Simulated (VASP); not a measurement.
**Si2W: relaxation of cell and atoms with PBEsol**

The system is Si2W.

```
Si W
1.0
    -1.60128    1.60128    3.90796
     1.60128   -1.60128    3.90796
     1.60128    1.60128   -3.90796
Si W
2 1
Direct
  0.33454 0.33454 0.00000
  0.66546 0.66546 0.00000
  0.00000 0.00000 0.00000
```

```json
{
  "Program": "VASP 6.6.1",
  "Task": "relaxation of cell and atoms",
  "Functional": "PBEsol",
  "Potentials or basis": "VASP PAW PBE potentials, release 64 (Si, W_sv)",
  "Cutoff": "600 eV",
  "k mesh": "18 × 18 × 18",
  "Occupations": "fermi-dirac, width 0.15 eV",
  "Spin": "no spin polarisation",
  "Dipole correction": "no",
  "Further INCAR settings": "ALGO = Normal; EDIFF = 1e-07; IBRION = 2; EDIFFG = -0.001; NSW = 80; ISIF = 3"
}
```

```yaml
Relaxed_volume: 13.39 Å³/atom
Relaxed_cell: a = 4.521 Å, b = 4.521 Å, c = 4.521 Å, α = 138.49°, β = 138.49°, γ = 60.15°
Space_group_after_relaxing_to_0.1_Å: I4/mmm (No. 139)
Energy_gained_by_relaxing: 0.1 meV/atom
Ionic_steps: 11
Pressure_after_relaxing: 0.0 GPa
Band_gap_on_the_k_mesh: zero (bands 11 and 12 overlap by 1.31 eV)
```

Step by step:
```tsv
step	energy change (eV)	largest force (eV/Å)	pressure (GPa)	volume (Å³)
1	0.0000	0.0279	0.51	40.08
2	0.0004	0.0153	-0.98	40.33
3	-0.0002	0.0125	-0.02	40.17
4	-0.0002	0.0122	-0.02	40.17
5	-0.0002	0.0119	-0.03	40.17
6	-0.0002	0.0012	-0.01	40.17
7	-0.0002	0.0006	-0.01	40.17
8	-0.0002	0.0004	-0.01	40.17
9	-0.0002	0.0001	0.03	40.16
10	-0.0002	0.0002	0.01	40.16
11	-0.0002	0.0002	0.01	40.16
```

Final structure:
```cif
data_structure
_symmetry_space_group_name_H-M 'P 1'
_symmetry_Int_Tables_number 1
_cell_length_a 4.5208
_cell_length_b 4.5208
_cell_length_c 4.5208
_cell_angle_alpha 138.490
_cell_angle_beta 138.490
_cell_angle_gamma 60.153
_cell_volume 40.16
loop_
_atom_site_label
_atom_site_type_symbol
_atom_site_fract_x
_atom_site_fract_y
_atom_site_fract_z
_atom_site_occupancy
Si1 Si 0.33440 0.33440 0.00000 1
Si2 Si 0.66560 0.66560 0.00000 1
W1 W 0.00000 0.00000 0.00000 1
```

Levels at points of the mesh, in eV from the Fermi level:
```
           k point  band 7  band 8  band 9  band 10  band 11  band 12  band 13  band 14  band 15
(0.00, 0.00, 0.00)   -3.75   -3.40   -2.86    -2.86     0.62     2.80     2.87     3.13     3.13
(0.50, 0.00, 0.00)   -5.79   -4.87   -2.82    -2.81    -0.46     2.72     2.81     3.95     4.45
(0.50, 0.50, 0.00)   -6.04   -5.48   -5.06    -3.31    -1.75     2.81     2.98     3.14     3.88
(0.50, 0.50, 0.50)   -3.92   -2.63   -0.82    -0.82    -0.52    -0.52     0.80     4.50     4.96
```

Run time: 25 min on 1 thread of AMD EPYC 9R14 (Zen 4), with other jobs on the host, peak memory 0.46 GiB.

Caveat: the PAW data sets were made with another functional, which shifts forces and pressure a little; spin-orbit coupling is left out, which moves the levels of the heavy elements.
